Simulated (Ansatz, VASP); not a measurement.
**One calculation of Na2BrF, two programs**

```
CELL_PARAMETERS angstrom
3.61098 0.00000 0.00000
0.00000 3.61098 0.00000
0.00000 0.00000 5.10670
ATOMIC_POSITIONS crystal
Na 0.00000 0.00000 0.00000
Na 0.50000 0.50000 0.50000
Br 0.50000 0.50000 0.00000
F 0.00000 0.00000 0.50000
```

Alike in both runs: task relaxation of cell and atoms; functional PBE; k mesh 6 × 6 × 4; occupations gaussian, width 0.1 eV; no spin polarisation.

|  | VASP | Ansatz |
| --- | --- | --- |
| version | VASP 6.6.1 | Ansatz 0.2.0 |
| potentials or method | VASP PAW PBE potentials, release 64 (Na_pv, Br, F), cutoff 600 eV | scalar-relativistic, plane waves, PAW |
| valence electrons in the cell | 28 | 32 |

Ansatz gave:

* gap on the k mesh at the Fermi level, each at its own relaxed structure (eV): 4.52
* relaxed volume (Å³/atom): 21.22
* relaxed cell length with the largest relative difference (Å): 5.496

Question: Which values does VASP return?

Answer: gap on the k mesh at the Fermi level, each at its own relaxed structure (eV): 4.48; relaxed volume (Å³/atom): 21.42; relaxed cell length with the largest relative difference (Å): 5.519.

VASP's potentials hold 28 valence electrons a cell and Ansatz's 32, so a difference there can come from the potentials and not from the codes.

Noted on VASP's run: the volume moved by over 15 % at a fixed basis, so the end points are rough.
